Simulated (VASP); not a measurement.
Wanted: the native input for a VASP 6.6.1 run.

* Task: single point
* Functional: PBEsol
* Potentials or basis: VASP PAW PBE potentials, release 64 (Bi_d, Te)
* Cutoff: 500 eV
* k mesh: 16 × 16 × 16
* Occupations: gaussian, width 0.15 eV
* Spin: no spin polarisation
* Dipole correction: no
* Further INCAR settings: ALGO = Normal; EDIFF = 1e-06; NBANDS = 18

The structure of BiTe lies in POSCAR:

```
BiTe
1.0
    0.0000000000      3.1012392129      3.1491965203
    3.1012392129      0.0000000000      3.1491965203
    3.1012392129      3.1012392129      0.0000000000
Bi Te
1 1
Direct
    0.0000000000      0.0000000000      0.0000000000
    0.5000000000      0.5000000000      0.5000000000
```

This cell differs from its parent crystal: strain -0.030 along x and y, -0.015 along z.

These files were run (other wordings do the same):

INCAR

```
SYSTEM = BiTe
PREC = Accurate ; ENCUT = 500
EDIFF = 1E-6 ; ISMEAR = 0
SIGMA = 0.15 ; LREAL = .False.
LASPH = .True. ; NELM = 120
ALGO = Normal ; ISIF = 2
LWAVE = .False. ; LCHARG = .False.
GGA = PS ; NBANDS = 18
GGA_COMPAT = .False.
```

KPOINTS

```
regular mesh
0
Gamma
  16 16 16
  0 0 0
```

Potentials or basis: VASP PAW PBE potentials, release 64 (Bi_d, Te).

Run with:

```sh
$ cat potpaw_PBE.64/Bi_d/POTCAR potpaw_PBE.64/Te/POTCAR > POTCAR
$ mpirun -np 1 vasp_std > vasp.out
```

Results of the run:

```yaml
Pressure: 5.0 GPa
Band_gap_on_the_k_mesh: zero (an odd number of electrons rules out a gap without spin polarisation)
```

Caveat: the cell differs from its parent crystal (strain -0.030 along x and y, -0.015 along z); the cell stands under pressure; the PAW data sets were made with another functional, which shifts forces and pressure a little; spin-orbit coupling is left out, which moves the levels of the heavy elements.

Wall time 81 s on 1 thread of Intel(R) Xeon(R) 6975P-C (Granite Rapids) (shared host), peak memory 0.46 GiB.
